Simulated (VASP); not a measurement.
EuCd:

```
Eu Cd
1.0
     3.91685    0.00000    0.00000
     0.00000    3.91685    0.00000
     0.00000    0.00000    3.91685
Eu Cd
1 1
Direct
  0.50000 0.50000 0.50000
  0.00000 0.00000 0.00000
```

Base run:

- Program: VASP 6.6.1
- Functional: r2SCAN
- Potentials or basis: VASP PAW PBE potentials, release 64 (Eu, Cd)
- Cutoff: 520 eV
- k mesh: 7 × 7 × 7
- Occupations: fermi-dirac, width 0.03 eV
- Spin: collinear spin, ferromagnetic start
- Starting moments: [7.0, 0.0] μB
- Hubbard terms: Eu f U = 2.0 eV

Its results: pressure 0.6 GPa; net moment 7.37 μB per cell; site moments Eu +6.64; Cd +0.03 μB.

Problem. The run is repeated on the same cell with these changes: hubbard terms from Eu f U = 2.0 eV to Eu f U = 4.0 eV. What comes out?

Solution. Pressure 1.1 GPa; net moment 7.43 μB per cell; site moments Eu +6.69; Cd +0.03 μB.

Caveats: the PAW data sets were made with another functional, which shifts forces and pressure a little.
